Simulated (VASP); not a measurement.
A run of VASP 6.6.1 is set up as follows.

The input INCAR:

```
  ALGO = Normal
  EDIFF = 1E-7
  ENCUT = 520
  GGA = PE
  ISIF = 2
  ISMEAR = 0
  LASPH = T
  LCHARG = F
  LREAL = F
  LWAVE = F
  NBANDS = 36
  NELM = 60
  PREC = Accurate
  SIGMA = 0.02
```

The input KPOINTS:

```
k-points
0
Gamma
  6 6 4
```

Contents of POSCAR:

```
Cd3SeS2
1.0
    4.1647263914      0.0000000283      0.0000000000
   -2.0823632202      3.6067588406      0.0000000000
    0.0000000000      0.0000000000     10.2193494486
Cd Se S
3 1 2
Direct
    0.0000000000      0.0000000000      0.9905149842
    0.3333333333      0.6666666667      0.6665033990
    0.6666666667      0.3333333333      0.3435301945
    0.0000000000      0.0000000000      0.2470873531
    0.3333333333      0.6666666667      0.9131470565
    0.6666666667      0.3333333333      0.5892160128
```

Potentials or basis: VASP PAW PBE potentials, release 64 (Cd, Se, S).

Command:

```sh
$ cat potpaw_PBE.64/Cd/POTCAR potpaw_PBE.64/Se/POTCAR potpaw_PBE.64/S/POTCAR > POTCAR
$ mpirun -np 1 vasp_std > vasp.out
```

Question: Predict the band gap on the k mesh.

Answer: 0.78 eV, direct.

Question: Estimate the largest force.

Answer: 0.005 eV/Å.

Forces on the atoms (eV/Å):
```
Cd   0.000  0.000 -0.001
Cd   0.000  0.000 -0.004
Cd   0.000  0.000  0.000
Se   0.000  0.000 -0.005
S    0.000  0.000  0.004
S    0.000  0.000  0.005
```
